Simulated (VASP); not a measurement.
The system is BeTe.

```xyz
2
Lattice="-2.0123 2.2905 2.4162 2.0123 -2.2905 2.4162 2.0123 2.2905 -2.4162" Properties=species:S:1:pos:R:3 pbc="T T T"
Be    0.0000    2.2905    0.0000
Te    0.0000    0.0000    0.0000
```

```yaml
Program: VASP 6.6.1
Task: relaxation of cell and atoms
Functional: PBE
Potentials_or_basis: VASP PAW PBE potentials, release 64 (Be, Te)
Cutoff: 600 eV
k_mesh: 6 × 6 × 6
Occupations: gaussian, width 0.1 eV
Spin: no spin polarisation
```

At the start: pressure 1.7 GPa; volume 22.27 Å³/atom.

Q: How do energy, volume and symmetry change on relaxing?

A: Over 13 steps the energy falls by 294.3 meV/atom and the volume is 19.24 Å³/atom (-13.6 %); space group I4/mmm (No. 139, to 0.05 Å).

Step by step:
```tsv
step	energy change (eV)	largest force (eV/Å)	pressure (GPa)	volume (Å³)
1	0.0000	0.0000	1.74	44.55
2	-0.2432	0.0000	-5.23	45.91
3	-0.2677	0.0000	-6.69	46.32
4	-0.5037	0.0000	-4.10	41.64
5	-0.5626	0.0000	-1.08	39.16
6	-0.5661	0.0000	0.13	38.43
7	-0.5660	0.0000	-0.15	38.58
8	-0.5766	0.0000	0.00	38.50
9	-0.5841	0.0000	0.57	38.22
10	-0.5864	0.0000	0.35	38.32
11	-0.5881	0.0000	-0.18	38.61
12	-0.5881	0.0000	-0.15	38.59
13	-0.5886	0.0000	0.03	38.48
```

Final structure:
```xyz
2
Lattice="-1.9027 2.6615 1.8995 1.9027 -2.6615 1.8995 1.9027 2.6615 -1.8995" Properties=species:S:1:pos:R:3 pbc="T T T"
Be    0.0000    2.6615    0.0000
Te    0.0000    0.0000    0.0000
```
